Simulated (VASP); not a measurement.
Set up this calculation in VASP 6.6.1, as the native input.

| Item | Value |
| --- | --- |
| Task | single point |
| Functional | PBE |
| Potentials or basis | VASP PAW PBE potentials, release 64 (Sn_d, Se) |
| Cutoff | 520 eV |
| k mesh | 6 × 6 × 4 |
| Occupations | fermi-dirac, width 0.2 eV |
| Spin | no spin polarisation |
| Dipole correction | no |
| Further INCAR settings | ALGO = Normal; EDIFF = 1e-06; NBANDS = 20 |

The structure of SnSe2 lies in POSCAR:

```
SnSe2
1.0
    3.8251638404      0.0000000000      0.0000000000
   -1.9125819202      3.3126890594      0.0000000000
    0.0000000000      0.0000000000      6.2270561301
Sn Se
1 2
Direct
    0.0000000000      0.0000000000      0.0000000000
    0.3333333333      0.6666666667      0.2530760434
    0.6666666667      0.3333333333      0.7469239566
```

The input as run:

INCAR

```
SYSTEM = SnSe2
PREC = Accurate
ENCUT = 520
EDIFF = 1E-6
ISMEAR = -1
SIGMA = 0.2
LREAL = .False.
LASPH = .True.
NELM = 60
ALGO = Normal
ISIF = 2
LWAVE = .False.
LCHARG = .True.
GGA = PE
LELF = .True.
LVHAR = .True.
NBANDS = 20
```

KPOINTS

```
Automatic mesh
0
Gamma
  6 6 4
  0 0 0
```

Potentials or basis: VASP PAW PBE potentials, release 64 (Sn_d, Se).

Command:

```sh
$ cat potpaw_PBE.64/Sn_d/POTCAR potpaw_PBE.64/Se/POTCAR > POTCAR
$ mpirun -np 1 vasp_std > vasp.out
```

Results of the run:

The pressure is 3.2 GPa. The largest force is 0.313 eV/Å and the band gap on the k mesh is 0.79 eV, indirect (least direct gap 1.13 eV).

Caveat: spin-orbit coupling is left out, which moves the levels of the heavy elements; this functional lacks dispersion, which binds the layers, so the pressure and a relaxed spacing across them are unreliable.

Run time: 61 s on 1 thread of AMD EPYC 7R43 64-Core Processor (Zen 3), on a shared host, peak memory 0.16 GiB.
